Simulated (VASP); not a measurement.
A run of VASP 6.6.1 is set up as follows.

The input POSCAR:

```
SrO
1.0
    0.0000000000      2.6058621365      2.6058621365
    2.6058621365      0.0000000000      2.6058621365
    2.6058621365      2.6058621365      0.0000000000
Sr O
1 1
Direct
    0.5000000000      0.5000000000      0.5000000000
    0.0000000000      0.0000000000      0.0000000000
```

File INCAR.step1:

```
SYSTEM = SrO
ALGO     = Normal         ! electronic algorithm
EDIFF    = 1E-4           ! SCF threshold, eV
ENCUT    = 520            ! plane-wave cutoff, eV
GGA      = PE             ! functional
ISMEAR   = 0              ! smearing method
LASPH    = .TRUE.         ! aspherical terms in the spheres
LCHARG   = .FALSE.        ! write CHGCAR
LREAL    = .FALSE.        ! projectors in reciprocal space
LWAVE    = .TRUE.         ! write WAVECAR
NBANDS   = 15             ! bands
NELM     = 80             ! most SCF steps
PREC     = Accurate       ! precision mode
SIGMA    = 0.02           ! smearing width, eV
```

INCAR.step2

```
SYSTEM = SrO
ALGO     = Normal         ! electronic algorithm
EDIFF    = 1E-7           ! SCF threshold, eV
ENCUT    = 520            ! plane-wave cutoff, eV
ISIF     = 2              ! what is computed and relaxed
ISMEAR   = 0              ! smearing method
ISTART   = 1            
LASPH    = .TRUE.         ! aspherical terms in the spheres
LCHARG   = .FALSE.        ! write CHGCAR
LMIXTAU  = .TRUE.       
LREAL    = .FALSE.        ! projectors in reciprocal space
LWAVE    = .FALSE.        ! write WAVECAR
METAGGA  = R2SCAN         ! meta-GGA
NBANDS   = 15             ! bands
NELM     = 80             ! most SCF steps
PREC     = Accurate       ! precision mode
SIGMA    = 0.02           ! smearing width, eV
```

Contents of KPOINTS:

```
k-points
0
G
  8 8 8
  0 0 0
```

Potentials or basis: VASP PAW PBE potentials, release 64 (Sr_sv, O).

Command:

```bash
$ cat potpaw_PBE.64/Sr_sv/POTCAR potpaw_PBE.64/O/POTCAR > POTCAR
$ cp INCAR.step1 INCAR
$ mpirun -np 1 vasp_std > vasp.out
$ cp INCAR.step2 INCAR
$ mpirun -np 1 vasp_std > vasp.out
```

Task: Estimate the band gap on the k mesh.

Result: 3.76 eV, indirect (least direct gap 3.87 eV).

Task: What does it give for the pressure?

Result: -2.2 GPa.

Caveat: the PAW data sets were made with another functional, which shifts forces and pressure a little. A k mesh can miss the band edges.
